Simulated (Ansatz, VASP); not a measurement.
**LiH in VASP and in Ansatz**

POSCAR

```
LiH
1.0
    0.0000000000      2.1451220099      2.1451220099
    2.1451220099      0.0000000000      2.1451220099
    2.1451220099      2.1451220099      0.0000000000
Li H
1 1
Direct
    0.0000000000      0.0000000000      0.0000000000
    0.2500000000      0.2500000000      0.2500000000
```

INCAR.step1

```
PREC = Accurate
ENCUT = 830
ISMEAR = 0
SIGMA = 0.01
LREAL = False
LASPH = True
NELM = 120
NBANDS = 9
GGA = PE
ALGO = Normal
EDIFF = 1E-5
LWAVE = True
LCHARG = False
GGA_COMPAT = False
```

Contents of INCAR.step2:

```
PREC = Accurate
ENCUT = 830
EDIFF = 1E-6
ISMEAR = 0
SIGMA = 0.01
LREAL = False
LASPH = True
NELM = 120
ALGO = Normal
ISIF = 2
LWAVE = False
LCHARG = True
METAGGA = R2SCAN
LMIXTAU = True
LELF = True
LVHAR = True
NBANDS = 9
ISTART = 1
GGA_COMPAT = False
```

File KPOINTS:

```
Automatic mesh
0
Gamma
  8 8 8
```

Input for Ansatz:

```yaml
crystal:
  lattice:
    - [0.0, 2.1451220099, 2.1451220099]
    - [2.1451220099, 0.0, 2.1451220099]
    - [2.1451220099, 2.1451220099, 0.0]
  atoms:
    - { symbol: Li, position: [0.0, 0.0, 0.0] }
    - { symbol: H, position: [0.25, 0.25, 0.25] }
kpoints:
  mp_grid: { grid: [8, 8, 8] }
hamiltonian:
  xc: r2scan
scf:
  occupations: { method: fixed }
  n_extra_bands: 4
output:
  forces: true
  stress: true
  eigenvalues: true
```

Alike in both runs: task single point; functional r2SCAN; k mesh 8 × 8 × 8; no spin polarisation.

|  | VASP | Ansatz |
| --- | --- | --- |
| version | VASP 6.6.1 | Ansatz 0.2.0 |
| potentials or method | VASP PAW PBE potentials, release 64 (Li_sv, H) | plane waves, PAW |
| plane-wave cutoff (eV) | 830 | 500 |
| occupations | gaussian, width 0.01 eV | fixed |
| valence electrons in the cell | 4 | 4 |

|  | VASP | Ansatz | Ansatz less VASP |
| --- | --- | --- | --- |
| gap on the k mesh at the Fermi level (eV) | 4.78 | 4.72 | -0.066 |
| pressure (GPa) | -0.1 | 0.0 | +0.15 |

VASP's potentials were made for PBE, not for r2SCAN.
